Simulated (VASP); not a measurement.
Here is a VASP 6.6.1 calculation.

File INCAR:

```
SYSTEM = Se
  PREC = Accurate
  ENCUT = 500
  EDIFF = 1E-6
  ISMEAR = -1
  SIGMA = 0.1
  LREAL = .False.
  LASPH = .True.
  NELM = 120
  ALGO = Normal
  ISIF = 2
  LWAVE = .False.
  LCHARG = .True.
  GGA = PE
  LELF = .True.
  LVHAR = .True.
  NBANDS = 13
  GGA_COMPAT = .False.
```

File KPOINTS:

```
regular mesh
0
Gamma
  6 6 6
  0 0 0
```

POSCAR

```
Se
1.0
   -3.1664636212      0.0000000000      3.1664636212
    0.0000000000      3.1664636212      3.1664636212
   -3.1664636212      3.1664636212      0.0000000000
Se
2
Direct
    0.0000000000      0.0000000000      0.0000000000
    0.2500000000      0.2500000000      0.2500000000
```

Potentials or basis: VASP PAW PBE potentials, release 64 (Se).

Run with:

```console
$ cat potpaw_PBE.64/Se/POTCAR > POTCAR
$ mpirun -np 1 vasp_std > vasp.out
```

(1) Estimate the band gap on the k mesh.

(2) What does it give for the pressure?

Results:

(1) zero (band 6 reaches 2.31 eV, above the bottom of band 7 at 1.26 eV).

(2) 0.0 GPa.
